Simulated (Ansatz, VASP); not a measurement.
One calculation of Ni3Pt, two programs

File INCAR:

```
SYSTEM = Ni3Pt
PREC = Accurate
ENCUT = 520
EDIFF = 1E-7
ISMEAR = -1
SIGMA = 0.05
LREAL = .False.
LASPH = .True.
NELM = 150
ALGO = Normal
ISIF = 2
LWAVE = .False.
LCHARG = .False.
ISPIN = 2
MAGMOM = 1.5 1.5 1.5 0.6
LORBIT = 11
LMAXMIX = 4
NBANDS = 32
```

File KPOINTS:

```
regular mesh
0
Gamma
  9 9 9
  0 0 0
```

File POSCAR:

```
Ni3Pt
1.0
    3.6245667900      0.0000000000      0.0000000000
    0.0000000000      3.6245667900      0.0000000000
    0.0000000000      0.0000000000      3.6245667900
Ni Pt
3 1
Direct
    0.5000000000      0.0000000000      0.5000000000
    0.0000000000      0.5000000000      0.5000000000
    0.5000000000      0.5000000000      0.0000000000
    0.0000000000      0.0000000000      0.0000000000
```

Input for Ansatz:

```yaml
crystal:
  lattice:
    - [3.62456679, 0.0, 0.0]
    - [0.0, 3.62456679, 0.0]
    - [0.0, 0.0, 3.62456679]
  atoms:
    - { symbol: Ni, position: [0.5, 0.0, 0.5], spin: 1.5 }
    - { symbol: Ni, position: [0.0, 0.5, 0.5], spin: 1.5 }
    - { symbol: Ni, position: [0.5, 0.5, 0.0], spin: 1.5 }
    - { symbol: Pt, position: [0.0, 0.0, 0.0], spin: 0.6 }
magnetization:
  spin_polarized: true
kpoints:
  mp_grid: { grid: [9, 9, 9] }
scf:
  occupations: { method: fermi_dirac, width: 0.05 }
  lower_state_search: "off"
hamiltonian:
  xc: lda
  pseudopotentials: { kind: paw }
output:
  forces: true
  stress: true
  eigenvalues: true
  populations: true
  dos: { projected: true, de: 0.1, e_range: [-8, 5] }
  write_density: true
  write_potential: true
  elf: true
  volumetric_format: npy
```

Alike in both runs: task single point; functional LDA; k mesh 9 × 9 × 9; occupations fermi-dirac, width 0.05 eV; collinear spin.

```csv
,VASP,Ansatz
version,VASP 6.6.1,Ansatz 0.2.0
potentials or method,"VASP PAW LDA potentials, release 64 (Ni, Pt)","PAW with Ansatz's default frozen-core files, scalar-relativistic"
plane-wave cutoff (eV),520,420
valence electrons in the cell,40,72
```

VASP gave:

```
pressure (GPa)                                                : -11.5
net moment per atom (μB)                                      : 0.54
size of the moment on the site where the two differ most (μB) : 0.62
```

Question: Which values does Ansatz return?

Answer: Pressure (GPa): -11.7; net moment per atom (μB): 0.57; size of the moment on the site where the two differ most (μB): 0.67.

LDA's correlation is that of Perdew and Zunger in VASP and of Perdew and Wang (1992) in Ansatz. Site moments also hang on the region over which each program counts them. VASP's potentials hold 40 valence electrons a cell and Ansatz's 72, so a difference there can come from the potentials and not from the codes.

Neither program's run includes spin-orbit coupling.
